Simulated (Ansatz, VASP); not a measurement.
# CsAg3O2 in VASP and in Ansatz

The input INCAR:

```
SYSTEM = CsAg3O2
PREC = Accurate
ENCUT = 600
EDIFF = 1E-6
ISMEAR = 0
SIGMA = 0.1
LREAL = .FALSE.
LASPH = .TRUE.
NELM = 60
ALGO = Normal
ISIF = 3
LWAVE = .FALSE.
LCHARG = .FALSE.
GGA = PE
IBRION = 2
NSW = 90
EDIFFG = -0.04
```

Contents of KPOINTS:

```
Automatic mesh
0
G
  3 3 6
  0 0 0
```

Contents of POSCAR:

```
CsAg3O2
1.0
    6.0022942775      0.0000000000      0.0000000000
   -3.0011471388      5.1981393253      0.0000000000
    0.0000000000      0.0000000000      3.5352487137
Cs Ag O
1 3 2
Direct
    0.0000000000      0.0000000000      0.0000000000
    0.0000000000      0.5000000000      0.5000000000
    0.5000000000      0.5000000000      0.5000000000
    0.5000000000      0.0000000000      0.5000000000
    0.6666666667      0.3333333333      0.0000000000
    0.3333333333      0.6666666667      0.0000000000
```

Input for Ansatz:

```yaml
crystal:
  lattice:
    - [6.0022942775, 0.0, 0.0]
    - [-3.0011471388, 5.1981393253, 0.0]
    - [0.0, 0.0, 3.5352487137]
  atoms:
    - { symbol: Cs, position: [0.0, 0.0, 0.0] }
    - { symbol: Ag, position: [0.0, 0.5, 0.5] }
    - { symbol: Ag, position: [0.5, 0.5, 0.5] }
    - { symbol: Ag, position: [0.5, 0.0, 0.5] }
    - { symbol: O, position: [0.6666666667, 0.3333333333, 0.0] }
    - { symbol: O, position: [0.3333333333, 0.6666666667, 0.0] }
basis:
  ecutwfc: 420
kpoints:
  mp_grid: { grid: [3, 3, 6] }
hamiltonian:
  xc: pbe
scf:
  occupations: { method: gaussian, width: 0.1 }
  lower_state_search: "off"
output:
  forces: true
  stress: true
  eigenvalues: true
relax:
  adjacent_minimum: "off"
  f_tol: 0.04
  max_steps: 70
  cell: { stress_tol: 0.4 }
```

Change from the starting cell: species swapped into the TbAl3Cu2 type (P6/mmm, No. 191).

Alike in both runs: task relaxation of cell and atoms; functional PBE; k mesh 3 × 3 × 6; occupations gaussian, width 0.1 eV; no spin polarisation.

|  | VASP | Ansatz |
| --- | --- | --- |
| version | VASP 6.6.1 | Ansatz 0.2.0 |
| potentials or method | VASP PAW PBE potentials, release 64 (Cs_sv, Ag, O), cutoff 600 eV | scalar-relativistic, plane waves, PAW |
| valence electrons in the cell | 54 | 78 |

```csv
,VASP,Ansatz,Ansatz less VASP
"gap on the k mesh at the Fermi level, each at its own relaxed structure (eV)",none,none,-
relaxed volume (Å³/atom),18.38,18.38,0.000
relaxed length of the cell vector where the two differ most in proportion (Å),3.535,3.535,0.0000
```

A gap of «none» marks a metal or a gap that the smearing closes. VASP's potentials hold 54 valence electrons a cell and Ansatz's 78, so a difference there can come from the potentials and not from the codes.

The k mesh is coarse, so the values compare programs but aren't converged. Neither program's run includes spin-orbit coupling. Noted on VASP's run: the relaxation stopped at its first step, so nothing moved.
